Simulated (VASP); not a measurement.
# CaSe (F-43m) in VASP: settings compared, part 2 of 2

VASP 6.6.1. Earlier steps stand in the parts before.

## (3) Single point, LDA

The input, INCAR:

```
ALGO = Normal
EDIFF = 1E-6
ENCUT = 520
GGA = CA
ISIF = 2
ISMEAR = 0
LASPH = True
LCHARG = False
LREAL = False
LWAVE = False
NBANDS = 15
NELM = 100
PREC = Accurate
SIGMA = 0.01
```

The input, KPOINTS:

```
k-points
0
Gamma
  6 6 6
```

The input, POSCAR:

```
CaSe
1.0
    0.0000000000      3.2795613671      3.2795613671
    3.2795613671      0.0000000000      3.2795613671
    3.2795613671      3.2795613671      0.0000000000
Ca Se
1 1
Direct
    0.0000000000      0.0000000000      0.0000000000
    0.2500000000      0.2500000000      0.2500000000
```

Potentials or basis: VASP PAW LDA potentials, release 64 (Ca_sv, Se).

Started as:

```sh
$ cat potpaw_LDA.64/Ca_sv/POTCAR potpaw_LDA.64/Se/POTCAR > POTCAR
$ mpirun -np 1 vasp_std > vasp.out
```

OUTCAR:

```text
EDIFF = 1E-6
   ENCUT = 520
   GGA = CA
   ISIF = 2
   ISMEAR = 0
   LASPH = True
   LREAL = False
   NELM = 100
   PREC = Accurate

 ion  position               nearest neighbor table
   1  0.000  0.000  0.000-   2 2.84   2 2.84   2 2.84   2 2.84
   2  0.250  0.250  0.250-   1 2.84   1 2.84   1 2.84   1 2.84

  LATTYP: Found a face centered cubic cell.
 ALAT       =     6.5591227342

  Lattice vectors:

 A1 = (   0.0000000000,   3.2795613671,   3.2795613671)
 A2 = (   3.2795613671,   0.0000000000,   3.2795613671)
 A3 = (   3.2795613671,   3.2795613671,   0.0000000000)

Analysis of symmetry for initial positions (statically):
=====================================================================
 Subroutine PRICEL returns:
 Original cell was already a primitive cell.

 Routine SETGRP: Setting up the symmetry group for a
 face centered cubic supercell.

 Subroutine GETGRP returns: Found 24 space group operations
 (whereof 24 operations were pure point group operations)
 out of a pool of 48 trial point group operations.

The static configuration has the point symmetry T_d .

Analysis of symmetry for dynamics (positions and initial velocities):
=====================================================================
 Subroutine PRICEL returns:
 Original cell was already a primitive cell.

 Routine SETGRP: Setting up the symmetry group for a
 face centered cubic supercell.

 Subroutine GETGRP returns: Found 24 space group operations
 (whereof 24 operations were pure point group operations)
 out of a pool of 48 trial point group operations.

The dynamic configuration has the point symmetry T_d .

 Subroutine INISYM returns: Found 24 space group operations
 (whereof 24 operations are pure point group operations),
 and found     1 'primitive' translations

----------------------------------------------------------------------------------------

[... 110 lines left out ...]
   AEXX    =    0.0000 exact exchange contribution
   IVDW    =     0    specifies the selected vdW correction
   LEPSILON=     F    determine dielectric tensor
   LRPA    =     F    only Hartree local field effects (RPA)
 non-spin polarized calculation
 Gauss-broadening in eV      SIGMA  =   0.01
  energy-cutoff  :      520.00
  volume of cell :       70.55
 maximum number of plane-waves:      1917
 NGX is ok and might be reduce to    36
   NGX = 17   NGY = 17   NGZ = 17

 number of electron      16.0000000 magnetization

 Free energy of the ion-electron system (eV)
  ---------------------------------------------------
  ext. energy  EPLUGINS =         0.00000000
  ---------------------------------------------------
  free energy    TOTEN  =        -9.83296501 eV

  energy without entropy =       -9.83296501  energy(sigma->0) =       -9.83296501

 E-fermi :  -0.3927     XC(G=0):  -8.0188

 val. band max:       -0.4690574631   @ k =  -0.3333   0.1667   0.0000
 cond. band min:       2.4824432291   @ k =   0.0000   0.0000   0.0000
 fundamental gap:      2.9515006922
 Fermi energy:        -0.3927477010

 k-point     1 :       0.0000    0.0000    0.0000
  band No.  band energies     occupation
      1     -39.0452      2.00000
      2     -20.3570      2.00000
      3     -20.3570      2.00000
      4     -20.3570      2.00000
      5     -10.8278      2.00000
      6      -0.5675      2.00000
      7      -0.5675      2.00000
      8      -0.5675      2.00000
      9       2.4824      0.00000
     10       4.7736      0.00000
     11       4.7736      0.00000
     12       6.8314      0.00000
     13       6.8314      0.00000
     14       6.8314      0.00000
[... 257 lines left out ...]
      2     -20.4031      2.00000
      3     -20.3757      2.00000
      4     -20.3712      2.00000
      5     -10.4787      2.00000
      6      -1.4873      2.00000
      7      -0.8701      2.00000
      8      -0.5506      2.00000
      9       3.0702      0.00000
     10       4.3783      0.00000
     11       5.2936      0.00000
     12       5.5933      0.00000
     13       6.0800      0.00000
     14       7.7321      0.00000
     15       8.5125      0.00000

------------------------ aborting loop because EDIFF is reached ----------------------------------------

  FORCE on cell =-STRESS in cart. coord.  units (eV):
  Direction    XX          YY          ZZ          XY          YZ          ZX
  --------------------------------------------------------------------------------------
  -------------------------------------------------------------------------------------
  Total       -0.8975642     -0.8975642     -0.8975642      0.0000000      0.0000000     -0.0000000
  in kB      -20.3844420    -20.3844420    -20.3844420      0.0000000      0.0000000     -0.0000000
  external PRESSURE =     -20.3844420 kB  Pullay stress =       0.0000000 kB

 VOLUME and BASIS-vectors are now :
 -----------------------------------------------------------------------------
  energy-cutoff  :      520.00
  volume of cell :       70.55
      direct lattice vectors                 reciprocal lattice vectors
     0.000000000  3.279561367  3.279561367    -0.152459413  0.152459413  0.152459413
     3.279561367  0.000000000  3.279561367     0.152459413 -0.152459413  0.152459413
     3.279561367  3.279561367  0.000000000     0.152459413  0.152459413 -0.152459413

 POSITION                                       TOTAL-FORCE (eV/Angst)
 -----------------------------------------------------------------------------------
      0.00000      0.00000      0.00000         0.000000      0.000000      0.000000
      1.63978      1.63978      1.63978        -0.000000     -0.000000     -0.000000
 -----------------------------------------------------------------------------------
    total drift:                               -0.000000     -0.000000     -0.000000

  FREE ENERGIE OF THE ION-ELECTRON SYSTEM (eV)
  ---------------------------------------------------
  free  energy   TOTEN  =        -9.8329650121 eV

  energy  without entropy=       -9.8329650121  energy(sigma->0) =       -9.83296501
```

OSZICAR:

```text
N       E                     dE             d eps       ncg     rms          rms(c)
DAV:   1     0.102387651307E+03    0.10239E+03   -0.70853E+03   480   0.932E+02
DAV:   2    -0.487655443034E+01   -0.10726E+03   -0.10123E+03   578   0.225E+02
DAV:   3    -0.100316319613E+02   -0.51551E+01   -0.51068E+01   699   0.469E+01
DAV:   4    -0.103411580326E+02   -0.30953E+00   -0.30940E+00   643   0.977E+00
DAV:   5    -0.103437672847E+02   -0.26093E-02   -0.26091E-02   691   0.107E+00    0.449E+00
DAV:   6    -0.990724513588E+01    0.43652E+00   -0.54797E-01   564   0.322E+00    0.253E+00
DAV:   7    -0.983602252419E+01    0.71223E-01   -0.18337E-01   641   0.230E+00    0.101E+00
DAV:   8    -0.983309141841E+01    0.29311E-02   -0.22123E-02   592   0.114E+00    0.173E-01
DAV:   9    -0.983277649782E+01    0.31492E-03   -0.21678E-03   599   0.390E-01    0.889E-02
DAV:  10    -0.983296645822E+01   -0.18996E-03   -0.39422E-04   550   0.117E-01    0.304E-02
DAV:  11    -0.983296479583E+01    0.16624E-05   -0.10764E-04   599   0.602E-02    0.545E-03
DAV:  12    -0.983296501213E+01   -0.21630E-06   -0.38487E-06   641   0.140E-02
   1 F= -.98329650E+01 E0= -.98329650E+01  d E =-.381547E-28
```

It took 6.7 s on 1 thread of Intel Xeon 6975P-C (Granite Rapids), shared host; peak memory 0.18 GiB.

What came out:

```yaml
Free_energy: -9.8330 eV
Pressure: -2.0 GPa
Band_gap_on_the_k_mesh: 2.95 eV (least direct gap 3.05 eV)
```

Levels at points of the mesh, in eV from the valence-band top:
| k point | band 4 | band 5 | band 6 | band 7 | band 8 | band 9 | band 10 | band 11 | band 12 | band 13 |
| --- | --- | --- | --- | --- | --- | --- | --- | --- | --- | --- |
| (0.00, 0.00, 0.00) | -19.89 | -10.36 | -0.10 | -0.10 | -0.10 | 2.95 | 5.24 | 5.24 | 7.30 | 7.30 |
| (0.50, 0.00, 0.00) | -19.89 | -10.09 | -1.26 | -0.01 | -0.01 | 4.92 | 5.35 | 5.35 | 5.63 | 6.25 |
| (0.50, 0.50, 0.00) | -19.90 | -10.01 | -1.28 | -0.03 | -0.03 | 3.36 | 4.82 | 5.98 | 5.98 | 5.99 |

A k mesh can miss the band edges.
